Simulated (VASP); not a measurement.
The system is LiBr.

```
Li Br
1.0
     0.00000    2.73957    2.73957
     2.73957    0.00000    2.73957
     2.73957    2.73957    0.00000
Li Br
1 1
Direct
  0.00000 0.00000 0.00000
  0.50000 0.50000 0.50000
```

Base run:

- Program: VASP 6.6.1
- Functional: r2SCAN
- Potentials or basis: VASP PAW PBE potentials, release 64 (Li_sv, Br)
- Cutoff: 830 eV
- k mesh: 8 × 8 × 8
- Occupations: gaussian, width 0.01 eV
- Spin: no spin polarisation

Its results: band gap on the k mesh 5.93 eV, direct; pressure -0.4 GPa.

Question: The run is repeated on the same cell with these changes: functional from r2SCAN to PBE; cutoff from 830 eV to 750 eV. What comes out?

Answer: Band gap on the k mesh 4.99 eV, direct; pressure 0.4 GPa.

r2SCAN gives the wider gap, since meta-GGAs in the generalised Kohn-Sham scheme recover part of the derivative discontinuity.

Caveats: the PAW data sets were made with another functional, which shifts forces and pressure a little (some runs).

A k mesh can miss the band edges.
